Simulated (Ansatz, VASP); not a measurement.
**Os in VASP and in Ansatz**

INCAR

```
ALGO = Normal
EDIFF = 1E-7
ENCUT = 520
GGA = PE
ISIF = 2
ISMEAR = 0
LASPH = T
LCHARG = F
LREAL = F
LWAVE = F
NBANDS = 15
NELM = 60
PREC = Accurate
SIGMA = 0.15
```

File KPOINTS:

```
k-points
0
Gamma
  18 18 12
```

POSCAR

```
Os
1.0
    2.5153719775      0.0000000000      0.0000000000
   -1.2576859888      2.1783760324      0.0000000000
    0.0000000000      0.0000000000      4.4924880000
Os
2
Direct
    0.3333333333      0.6666666667      0.2500000000
    0.6666666667      0.3333333333      0.7500000000
```

Input for Ansatz:

```yaml
crystal:
  lattice:
    - [2.5153719775, 0.0, 0.0]
    - [-1.2576859888, 2.1783760324, 0.0]
    - [0.0, 0.0, 4.492488]
  atoms:
    - { symbol: Os, position: [0.3333333333, 0.6666666667, 0.25] }
    - { symbol: Os, position: [0.6666666667, 0.3333333333, 0.75] }
basis:
  ecutwfc: 420
kpoints:
  mp_grid: { grid: [18, 18, 12] }
hamiltonian:
  xc: pbe
scf:
  occupations: { method: gaussian, width: 0.15 }
output:
  forces: true
  stress: true
  eigenvalues: true
  write_density: true
  write_potential: true
  elf: true
  volumetric_format: npy
```

Change from the starting cell: strain -0.080 along x and y, +0.040 along z, atoms carried along.

Alike in both runs: task single point; functional PBE; k mesh 18 × 18 × 12; occupations gaussian, width 0.15 eV; no spin polarisation.

|  | VASP | Ansatz |
| --- | --- | --- |
| version | VASP 6.6.1 | Ansatz 0.2.0 |
| potentials or method | VASP PAW PBE potentials, release 64 (Os), cutoff 520 eV | scalar-relativistic, plane waves, PAW |
| valence electrons in the cell | 16 | 32 |

Ansatz gave:

| Property | Result |
| --- | --- |
| gap on the k mesh at the Fermi level (eV) | none |
| pressure (GPa) | 91.2 |
| traceless stress, the component that is largest in VASP (GPa) | -76.96 |

What did VASP give for the same quantities?

gap on the k mesh at the Fermi level (eV): none; pressure (GPa): 93.9; traceless stress, the component that is largest in VASP (GPa): -77.01.

A gap of «none» marks a metal or a gap that the smearing closes. Both programs put the cell under a high pressure, so it lies far from rest at this level. With one functional, cell and mesh, what is left measures potentials, basis and numerics. VASP's potentials hold 16 valence electrons a cell and Ansatz's 32, so a difference there can come from the potentials and not from the codes.

Spin-orbit coupling is off throughout. Noted on VASP's run: the cell as given lies far from equilibrium.
